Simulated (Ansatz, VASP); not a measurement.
Hf: VASP beside Ansatz

File INCAR:

```
PREC     = Accurate       # precision mode
ENCUT    = 600            # plane-wave cutoff, eV
EDIFF    = 1E-6           # SCF threshold, eV
ISMEAR   = -1             # smearing method
SIGMA    = 0.05           # smearing width, eV
LREAL    = False          # projectors in reciprocal space
LASPH    = True           # aspherical terms in the spheres
NELM     = 60             # most SCF steps
ALGO     = Fast           # electronic algorithm
ISIF     = 3              # what is computed and relaxed
LWAVE    = False          # write WAVECAR
LCHARG   = False          # write CHGCAR
GGA      = PE             # functional
IBRION   = 2              # ionic algorithm
NSW      = 60             # ionic steps
EDIFFG   = -0.01          # ionic threshold
```

Contents of KPOINTS:

```
Automatic mesh
0
Gamma
  10 10 10
```

Contents of POSCAR:

```
Hf
1.0
    0.0000000000      2.2200000000      2.2200000000
    2.2200000000      0.0000000000      2.2200000000
    2.2200000000      2.2200000000      0.0000000000
Hf
1
Direct
    0.0000000000      0.0000000000      0.0000000000
```

File input.yaml:

```yaml
crystal:
  lattice:
    - [0.0, 2.22, 2.22]
    - [2.22, 0.0, 2.22]
    - [2.22, 2.22, 0.0]
  atoms:
    - { symbol: Hf, position: [0.0, 0.0, 0.0] }
hamiltonian:
  xc: pbe
  pseudopotentials: { kind: paw }
kpoints:
  mp_grid: { grid: [10, 10, 10] }
scf:
  occupations: { method: fermi_dirac, width: 0.05 }
output:
  forces: true
  stress: true
  eigenvalues: true
  write_density: true
  write_potential: true
  elf: true
  volumetric_format: npy
relax:
  f_tol: 0.01
  max_steps: 40
  cell: { stress_tol: 0.05 }
```

Alike in both runs: task relaxation of cell and atoms; functional PBE; k mesh 10 × 10 × 10; occupations fermi-dirac, width 0.05 eV; no spin polarisation.

|  | VASP | Ansatz |
| --- | --- | --- |
| version | VASP 6.6.1 | Ansatz 0.2.0 |
| potentials or method | VASP PAW PBE potentials, release 64 (Hf_pv) | Ansatz PAW |
| plane-wave cutoff (eV) | 600 | 420 |
| valence electrons in the cell | 10 | 26 |

|  | VASP | Ansatz | Ansatz less VASP |
| --- | --- | --- | --- |
| gap on the k mesh at the Fermi level, each at its own relaxed structure (eV) | none | none | - |
| relaxed volume (Å³/atom) | 22.42 | 22.52 | +0.098 |
| relaxed cell length with the largest relative difference (Å) | 3.165 | 3.170 | +0.0046 |

A gap of «none» marks a metal or a gap that the smearing closes. VASP's potentials hold 10 valence electrons a cell and Ansatz's 26, so a difference there can come from the potentials and not from the codes.

Spin-orbit coupling is off throughout. Noted on Ansatz's run: the plane-wave basis is chosen anew once the cell has moved, so the energies of steps on either side of that aren't comparable.
